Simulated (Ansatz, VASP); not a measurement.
# NaH: VASP beside Ansatz

Contents of INCAR:

```
PREC = Accurate
ENCUT = 520
EDIFF = 1E-6
ISMEAR = 0
SIGMA = 0.05
LREAL = False
LASPH = True
NELM = 80
ALGO = Normal
ISIF = 2
LWAVE = False
LCHARG = False
GGA = PE
NBANDS = 11
```

KPOINTS

```
Automatic mesh
0
Gamma
  10 10 10
```

The input POSCAR:

```
NaH
1.0
    3.1028802000      0.0000000000      0.0000000000
    0.0000000000      3.1028802000      0.0000000000
    0.0000000000      0.0000000000      2.9551240000
Na H
1 1
Direct
    0.0000000000      0.0000000000      0.0000000000
    0.5000000000      0.5000000000      0.5000000000
```

Input for Ansatz:

```yaml
crystal:
  lattice:
    - [3.1028802, 0.0, 0.0]
    - [0.0, 3.1028802, 0.0]
    - [0.0, 0.0, 2.955124]
  atoms:
    - { symbol: Na, position: [0.0, 0.0, 0.0] }
    - { symbol: H, position: [0.5, 0.5, 0.5] }
basis:
  ecutwfc: 420
kpoints:
  mp_grid: { grid: [10, 10, 10] }
hamiltonian:
  xc: pbe
scf:
  occupations: { method: gaussian, width: 0.05 }
output:
  forces: true
  stress: true
  eigenvalues: true
```

Change from the starting cell: strain +0.050 along x and y, +0.000 along z, atoms carried along.

Alike in both runs: task single point; functional PBE; k mesh 10 × 10 × 10; occupations gaussian, width 0.05 eV; no spin polarisation.

|  | VASP | Ansatz |
| --- | --- | --- |
| version | VASP 6.6.1 | Ansatz 0.2.0 |
| potentials or method | VASP PAW PBE potentials, release 64 (Na_pv, H), cutoff 520 eV | scalar-relativistic, plane waves, PAW |
| valence electrons in the cell | 8 | 10 |

|  | VASP | Ansatz | Ansatz less VASP |
| --- | --- | --- | --- |
| gap on the k mesh at the Fermi level (eV) | 0.87 | 0.87 | +0.002 |
| least direct gap on the mesh (eV) | 4.10 | 4.10 | +0.004 |
| pressure (GPa) | -1.8 | -1.8 | +0.04 |
| traceless stress, the component that is largest in VASP (GPa) | 3.23 | 3.23 | -0.001 |

With one functional, cell and mesh, what is left measures potentials, basis and numerics. VASP's potentials hold 8 valence electrons a cell and Ansatz's 10, so a difference there can come from the potentials and not from the codes.
